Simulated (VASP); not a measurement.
Here is a VASP 6.6.1 calculation.

The input INCAR:

```
PREC = Accurate
ENCUT = 600
EDIFF = 1E-6
ISMEAR = -1
SIGMA = 0.1
LREAL = F
LASPH = T
NELM = 150
ALGO = Normal
ISIF = 3
LWAVE = F
LCHARG = F
ISPIN = 2
MAGMOM = 2 2
LORBIT = 11
LMAXMIX = 4
GGA = B5
ALDAX = 1.0
AGGAX = 1.0
AGGAC = 1.0
ALDAC = 0.0
IVDW = 12
VDW_S6 = 1.0
VDW_S8 = 2.6996
VDW_A1 = 0.4298
VDW_A2 = 4.2359
IBRION = 2
NSW = 80
EDIFFG = -0.005
```

The input KPOINTS:

```
Automatic mesh
0
Gamma
  14 14 7
```

The input POSCAR:

```
Ni
1.0
    2.4480230000      0.0000000000      0.0000000000
   -1.2240110000      2.1200500000      0.0000000000
    0.0000000000      0.0000000000      4.0728080000
Ni
2
Direct
    0.3333333333      0.6666666667      0.2500000000
    0.6666666667      0.3333333333      0.7500000000
```

Potentials or basis: VASP PAW PBE potentials, release 64 (Ni).

The run is started by

```bash
$ cat potpaw_PBE.64/Ni/POTCAR > POTCAR
$ mpirun -np 1 vasp_std > vasp.out
```

Problem. Predict the dispersion energy per atom.

Solution. -1.083 eV.

Problem. What does it give for the space group after relaxing (to 0.1 Å)?

Solution. P6_3/mmc (No. 194).

Problem. Predict the relaxed volume.

Solution. 10.57 Å³/atom.

Step by step:
```tsv
step	energy change (eV)	largest force (eV/Å)	pressure (GPa)	volume (Å³)
1	0.0000	0.0000	0.13	21.14
2	-0.0016	0.0000	-0.18	21.16
3	-0.0016	0.0000	-0.32	21.18
4	-0.0017	0.0000	-0.29	21.17
5	-0.0017	0.0000	-0.24	21.17
6	-0.0017	0.0000	0.27	21.12
7	-0.0017	0.0000	-0.01	21.15
```

Caveat: the dispersion term is far too large for a dense solid, which distorts pressure and volume; the PAW data sets were made with another functional, which shifts forces and pressure a little.
